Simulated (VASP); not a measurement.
# Al (Fm-3m) in VASP: single point with PBEsol

Aim: the single point of Al with PBEsol.

Everything below comes from runs of VASP 6.6.1. Logs are shortened: lines on timing, memory, paths and dates and some standing lists are left out, and cuts for length are marked.

### Step 1. The cell of the first run

Symmetry: Fm-3m, No. 225, cubic system. The conventional cell has a = 4.050 Å, b = 4.050 Å, c = 4.050 Å, α = 90.00°, β = 90.00°, γ = 90.00°. Al (site symmetry m-3m) has 12 Al at 2.86 Å within 3.8 Å.

### Step 2. Single point, PBEsol

Input file INCAR:

```
SYSTEM = Al
ALGO = Normal
EDIFF = 1E-6
ENCUT = 500
GGA = PS
GGA_COMPAT = .False.
ISIF = 2
ISMEAR = -1
LASPH = .True.
LCHARG = .False.
LREAL = .False.
LWAVE = .False.
NBANDS = 8
NELM = 120
PREC = Accurate
SIGMA = 0.1
```

Input file KPOINTS:

```
k-points
0
Gamma
  12 12 12
  0 0 0
```

Input file POSCAR:

```
Al
1.0
    2.8635070000      0.0000000000      0.0000000000
    1.4317535000      2.4798698059      0.0000000000
    1.4317535000      0.8266232686      2.3380436750
Al
1
Direct
    0.0000000000      0.0000000000      0.0000000000
```

Potentials or basis: VASP PAW PBE potentials, release 64 (Al).

Launch:

```
> cat potpaw_PBE.64/Al/POTCAR > POTCAR
> mpirun -np 1 vasp_std > vasp.out
```

OUTCAR:

```text
SYSTEM = Al
   EDIFF = 1E-6
   ENCUT = 500
   GGA = PS
   ISIF = 2
   ISMEAR = -1
   LASPH = .True.
   LREAL = .False.
   NELM = 120
   PREC = Accurate

 ion  position               nearest neighbor table
   1  0.000  0.000  0.000-

  LATTYP: Found a face centered cubic cell.
 ALAT       =     4.0496104353

  Lattice vectors:

 A1 = (   2.8635070000,   0.0000000000,   0.0000000000)
 A2 = (   1.4317535000,   2.4798698059,   0.0000000000)
 A3 = (   1.4317535000,   0.8266232686,   2.3380436750)

Analysis of symmetry for initial positions (statically):
=====================================================================
 Subroutine PRICEL returns:
 Original cell was already a primitive cell.

 Routine SETGRP: Setting up the symmetry group for a
 face centered cubic supercell.

 Subroutine GETGRP returns: Found 48 space group operations
 (whereof 48 operations were pure point group operations)
 out of a pool of 48 trial point group operations.

The static configuration has the point symmetry O_h .

Analysis of symmetry for dynamics (positions and initial velocities):
=====================================================================
 Subroutine PRICEL returns:
 Original cell was already a primitive cell.

 Routine SETGRP: Setting up the symmetry group for a
 face centered cubic supercell.

 Subroutine GETGRP returns: Found 48 space group operations
 (whereof 48 operations were pure point group operations)
 out of a pool of 48 trial point group operations.

The dynamic configuration has the point symmetry O_h .

 Subroutine INISYM returns: Found 48 space group operations
 (whereof 48 operations are pure point group operations),
 and found     1 'primitive' translations

----------------------------------------------------------------------------------------

                                     Primitive cell

  volume of cell :      16.6027

  direct lattice vectors                    reciprocal lattice vectors
     2.863507000  0.000000000  0.000000000     0.349222125 -0.201623488 -0.142569336
     1.431753500  2.479869806  0.000000000     0.000000000  0.403246976 -0.142569336
     1.431753500  0.826623269  2.338043675     0.000000000  0.000000000  0.427708007

  length of vectors
     2.863507000  2.863507000  2.863507000     0.427708007  0.427708007  0.427708007

  position of ions in fractional coordinates (direct lattice)
     0.000000000  0.000000000  0.000000000

  ion indices of the primitive-cell ions
   primitive index   ion index
                 1           1

----------------------------------------------------------------------------------------

 KPOINTS: k-points

Automatic generation of k-mesh.
 Grid dimensions read from file:
 generate k-points for:   12   12   12

 Generating k-lattice:

  Cartesian coordinates                     Fractional coordinates (reciprocal lattice)
     0.029101844 -0.016801957 -0.011880778     0.083333333  0.000000000  0.000000000
     0.000000000  0.033603915 -0.011880778     0.000000000  0.083333333  0.000000000
     0.000000000  0.000000000  0.035642334     0.000000000  0.000000000  0.083333333

  Length of vectors
     0.035642334  0.035642334  0.035642334

  Shift w.r.t. Gamma in fractional coordinates (k-lattice)
     0.000000000  0.000000000  0.000000000

 Subroutine IBZKPT returns following result:
 ===========================================

 Found     72 irreducible k-points:

 Following reciprocal coordinates:
            Coordinates               Weight
  0.000000  0.000000  0.000000      1.000000
  0.083333  0.000000  0.000000      8.000000
  0.166667 -0.000000  0.000000      8.000000
  0.250000 -0.000000  0.000000      8.000000
  0.333333  0.000000  0.000000      8.000000
  0.416667 -0.000000  0.000000      8.000000
[... 16 lines left out ...]
  0.500000  0.166667  0.000000     24.000000
 -0.416667  0.166667 -0.000000     24.000000
 [... further k-points ...]
   k-points           NKPTS =     72   k-points in BZ     NKDIM =     72   number of bands    NBANDS=      8
   number of dos      NEDOS =    301   number of ions     NIONS =      1
   total plane-waves  NPLWV =  13824
   dimension x,y,z NGX =    24 NGY =   24 NGZ =   24
   dimension x,y,z NGXF=    48 NGYF=   48 NGZF=   48
   ions per type =               1
   NGX,Y,Z   is equivalent  to a cutoff of  13.93, 13.93, 13.93 a.u.
   NGXF,Y,Z  is equivalent  to a cutoff of  27.87, 27.87, 27.87 a.u.
 SYSTEM =  Al
   PREC   = accura    normal or accurate (medium, high low for compatibility)
   ISTART =      0    job   : 0-new  1-cont  2-samecut
   ICHARG =      2    charge: 1-file 2-atom 10-const
   ISPIN  =      1    spin polarized calculation?
   LNONCOLLINEAR =      F non collinear calculations
   LSORBIT =      F    spin-orbit coupling
   LASPH  =      T    aspherical Exc in radial PAW
   ENCUT  =  500.0 eV  36.75 Ry    6.06 a.u.   5.22  5.22  5.22*2*pi/ulx,y,z
   NELM   =    120;   NELMIN=  2; NELMDL= -5     # of ELM steps
   EDIFF  = 0.1E-05   stopping-criterion for ELM
   LREAL  =      F    real-space projection
   EDIFFG = 0.1E-04   stopping-criterion for IOM
   NSW    =      0    number of steps for IOM
   IBRION =     -1    ionic relax: 0-MD 1-quasi-New 2-CG
   NFREE  =      0    steps in history (QN), initial steepest desc. (CG)
   ISIF   =      2    stress and relaxation
   ISYM   =      2    0-nonsym 1-usesym 2-fastsym
   POTIM  = 0.5000    time-step for ionic-motion
   TEBEG  =    0.0;   TEEND  =   0.0 temperature during run
   PSTRESS=    0.0 pullay stress
   NELECT =       3.0000    total number of electrons
   NUPDOWN=      -1.0000    fix difference up-down
   EMIN   =  10.00;   EMAX   =-10.00  energy-range for DOS
   EFERMI =   0.00;   METHOD = LEGACY
   ISMEAR =    -1;   SIGMA  =   0.10  broadening in eV -4-tet -1-fermi 0-gaus
   EFERMI_NEDOS =   21; number of points for ismear=-14 and -15
   IALGO  =     38    algorithm
   IMIX   =      4    mixing-type and parameters
     AMIX     =   0.40;   BMIX     =  1.00
     AMIX_MAG =   1.60;   BMIX_MAG =  1.00
  volume/ion in A,a.u.               =      16.60       112.04
  Fermi-wavevector in a.u.,A,eV,Ry     =   0.925526  1.748991 11.654731  0.856599
  Thomas-Fermi vector in A             =   2.051390
   LORBIT       =      0    0 simple, 1 ext, 2 COOP (PROOUT), +10 PAW based schemes
   GGA     = PS    functional components
   LHFCALC =     F    Hartree Fock is set to
   AEXX    =    0.0000 exact exchange contribution
   IVDW    =     0    specifies the selected vdW correction
   LEPSILON=     F    determine dielectric tensor
   LRPA    =     F    only Hartree local field effects (RPA)
 non-spin polarized calculation
  energy-cutoff  :      500.00
  volume of cell :       16.60
 maximum number of plane-waves:       444
 NGX is ok and might be reduce to    24
   NGX = 11   NGY = 11   NGZ = 11

 number of electron       3.0000000 magnetization

 Free energy of the ion-electron system (eV)
  ---------------------------------------------------
  ext. energy  EPLUGINS =         0.00000000
  ---------------------------------------------------
  free energy    TOTEN  =        -4.10356300 eV

  energy without entropy =       -4.09082237  energy(sigma->0) =       -4.09719268

 E-fermi :   7.7801     XC(G=0): -10.2340

 val. band max:        7.6470735031   @ k =   0.5000   0.2500   0.0833
 cond. band min:       7.8231599542   @ k =  -0.4167   0.4167   0.0833
 fundamental gap:      0.1760864511
 Fermi energy:         7.7800510207

 k-point     1 :       0.0000    0.0000    0.0000
  band No.  band energies     occupation
      1      -3.2014      2.00000
      2      20.4469      0.00000
      3      20.4469      0.00000
      4      20.4469      0.00000
      5      21.8916      0.00000
      6      21.8916      0.00000
      7      21.8916      0.00000
      8      24.3244      0.00000

 k-point     2 :       0.0833    0.0000    0.0000
  band No.  band energies     occupation
      1      -3.0135      2.00000
      2      17.8389      0.00000
      3      19.8716      0.00000
      4      19.8716      0.00000
      5      22.5759      0.00000
      6      22.7528      0.00000
      7      22.7528      0.00000
      8      26.1196      0.00000

 k-point     3 :       0.1667   -0.0000    0.0000
  band No.  band energies     occupation
      1      -2.4513      2.00000
      2      14.4940      0.00000
      3      19.1709      0.00000
      4      19.1709      0.00000
      5      22.4014      0.00000
      6      23.8096      0.00000
      7      23.8096      0.00000
      8      25.0690      0.00000

 k-point     4 :       0.2500   -0.0000    0.0000
  band No.  band energies     occupation
      1      -1.5192      2.00000
      2      11.3067      0.00000
      3      18.7298      0.00000
      4      18.7298      0.00000
      5      22.1740      0.00000
      6      22.5555      0.00000
      7      22.5555      0.00000
      8      26.5600      0.00000

 k-point     5 :       0.3333    0.0000    0.0000
  band No.  band energies     occupation
      1      -0.2245      2.00000
      2       8.3765      0.00512
      3      18.5908      0.00000
      4      18.5908      0.00000
      5      21.1701      0.00000
      6      21.1701      0.00000
      7      22.1514      0.00000
      8      25.1395      0.00000

 k-point     6 :       0.4167   -0.0000    0.0000
  band No.  band energies     occupation
      1       1.4232      2.00000
      2       5.7412      2.00000
      3      18.7635      0.00000
      4      18.7635      0.00000
      5      20.0585      0.00000
      6      20.0585      0.00000
      7      22.4226      0.00000
      8      23.9384      0.00000

 k-point     7 :       0.5000   -0.0000    0.0000
  band No.  band energies     occupation
      1       3.3158      2.00000
      2       3.5186      2.00000
      3      19.2149      0.00000
      4      19.2149      0.00000
      5      19.2919      0.00000
      6      19.2919      0.00000
      7      22.9632      0.00000
      8      23.0785      0.00000

 k-point     8 :       0.0833    0.0833    0.0000
  band No.  band energies     occupation
      1      -2.9509      2.00000
      2      18.7264      0.00000
      3      18.7264      0.00000
      4      19.0377      0.00000
      5      21.3236      0.00000
      6      23.9750      0.00000
      7      23.9750      0.00000
      8      24.5590      0.00000

 k-point     9 :       0.1667    0.0833    0.0000
  band No.  band energies     occupation
      1      -2.5136      2.00000
      2      15.6939      0.00000
      3      17.8511      0.00000
      4      19.1337      0.00000
      5      21.6835      0.00000
      6      22.6208      0.00000
      7      24.3636      0.00000
      8      25.3358      0.00000

 k-point    10 :       0.2500    0.0833    0.0000
  band No.  band energies     occupation
      1      -1.7051      2.00000
      2      12.4757      0.00000
      3      17.2823      0.00000
      4      18.7953      0.00000
      5      20.5853      0.00000
      6      23.4789      0.00000
      7      24.2723      0.00000
      8      24.8088      0.00000
[... 78 lines left out ...]
 k-point    18 :      -0.0833    0.0833   -0.0000
  band No.  band energies     occupation
      1      -2.7009      2.00000
      2      16.4623      0.00000
      3      17.3958      0.00000
      4      20.9338      0.00000
      5      22.1679      0.00000
      6      23.1888      0.00000
      7      24.1735      0.00000
      8      24.3226      0.00000

 k-point    19 :       0.1667    0.1667    0.0000
  band No.  band energies     occupation
      1      -2.2021      2.00000
      2      16.8453      0.00000
      3      16.8453      0.00000
      4      17.0233      0.00000
      5      20.0815      0.00000
      6      20.3018      0.00000
      7      26.8613      0.00000
      8      26.8613      0.00000

 k-point    20 :       0.2500    0.1667    0.0000
  band No.  band energies     occupation
      1      -1.5192      2.00000
      2      13.8963      0.00000
      3      16.1586      0.00000
      4      17.4693      0.00000
      5      18.2790      0.00000
      6      20.4972      0.00000
      7      27.1662      0.00000
      8      27.4450      0.00000

 k-point    21 :       0.3333    0.1667    0.0000
  band No.  band energies     occupation
      1      -0.4704      2.00000
      2      10.8708      0.00000
      3      15.7916      0.00000
      4      16.5214      0.00000
      5      17.4382      0.00000
      6      22.3065      0.00000
      7      25.9485      0.00000
      8      27.4815      0.00000

 k-point    22 :       0.4167    0.1667    0.0000
  band No.  band energies     occupation
      1       0.9361      2.00000
      2       8.0712      0.10321
      3      15.1346      0.00000
      4      15.7444      0.00000
      5      17.4651      0.00000
      6      24.5515      0.00000
      7      24.7426      0.00000
      8      27.5480      0.00000

 k-point    23 :       0.5000    0.1667    0.0000
  band No.  band energies     occupation
      1       2.6880      2.00000
      2       5.5601      2.00000
      3      14.0680      0.00000
      4      16.0173      0.00000
      5      17.7976      0.00000
      6      23.7723      0.00000
      7      26.0732      0.00000
      8      28.0698      0.00000

 k-point    24 :      -0.4167    0.1667   -0.0000
  band No.  band energies     occupation
      1       3.3455      2.00000
      2       4.7906      2.00000
      3      13.3390      0.00000
      4      16.6108      0.00000
      5      18.4607      0.00000
      6      23.0905      0.00000
      7      25.7898      0.00000
      8      28.7650      0.00000

 [... further k-points ...]
[... 5 lines left out ...]
  --------------------------------------------------------------------------------------
  -------------------------------------------------------------------------------------
  Total       -0.1884406     -0.1884406     -0.1884406      0.0000000      0.0000000      0.0000000
  in kB      -18.1846620    -18.1846620    -18.1846620      0.0000000      0.0000000      0.0000000
  external PRESSURE =     -18.1846620 kB  Pullay stress =       0.0000000 kB

 VOLUME and BASIS-vectors are now :
 -----------------------------------------------------------------------------
  energy-cutoff  :      500.00
  volume of cell :       16.60
      direct lattice vectors                 reciprocal lattice vectors
     2.863507000  0.000000000  0.000000000     0.349222125 -0.201623488 -0.142569336
     1.431753500  2.479869806  0.000000000     0.000000000  0.403246976 -0.142569336
     1.431753500  0.826623269  2.338043675     0.000000000  0.000000000  0.427708007

 POSITION                                       TOTAL-FORCE (eV/Angst)
 -----------------------------------------------------------------------------------
      0.00000      0.00000      0.00000         0.000000     -0.000000      0.000000
 -----------------------------------------------------------------------------------
    total drift:                                0.000000     -0.000000     -0.000000

  FREE ENERGIE OF THE ION-ELECTRON SYSTEM (eV)
  ---------------------------------------------------
  free  energy   TOTEN  =        -4.1035630035 eV

  energy  without entropy=       -4.0908223661  energy(sigma->0) =       -4.09719268
```

Wall time 8.3 s (1 thread of Intel Xeon 8259CL, shared host); peak memory 0.13 GiB.

Results:

- Free energy: -4.1036 eV
- Pressure: -1.8 GPa

Caveat: the PAW data sets were made with another functional, which shifts forces and pressure a little.
